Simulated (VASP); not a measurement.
Zn: single point with PBE

Zn:

```xyz
2
Lattice="2.6339 0.0000 0.0000 -1.3170 2.2810 0.0000 0.0000 0.0000 4.8989" Properties=species:S:1:pos:R:3 pbc="T T T"
Zn    1.3170    0.7603    3.6742
Zn    0.0000    1.5207    1.2247
```

This cell differs from its parent crystal: volume scaled by 0.96.

- Program: VASP 6.6.1
- Task: single point
- Functional: PBE
- Potentials or basis: VASP PAW PBE potentials, release 64 (Zn)
- Cutoff: 520 eV
- k mesh: 11 × 11 × 6
- Occupations: fermi-dirac, width 0.05 eV
- Spin: no spin polarisation

| Item | Value |
| --- | --- |
| Pressure | 2.9 GPa |
| Band gap on the k mesh | zero (band 12 reaches 5.08 eV, above the bottom of band 13 at 0.31 eV) |

Stress tensor (GPa, compression positive):
```
3.74 0.00 0.00
0.00 3.74 0.00
0.00 0.00 1.23
```

Levels at points of the mesh, in eV from the Fermi level:
| k point | band 10 | band 11 | band 12 | band 13 | band 14 | band 15 |
| --- | --- | --- | --- | --- | --- | --- |
| (0.00, 0.00, 0.00) | -7.01 | -7.01 | -3.67 | -2.90 | 13.99 | 17.69 |
| (0.00, 0.00, 0.50) | -7.10 | -7.10 | -7.10 | 4.80 | 4.80 | 19.37 |

Wall time 36 s on 1 thread of Intel Xeon 8259CL, with other jobs on the host, peak memory 0.15 GiB.
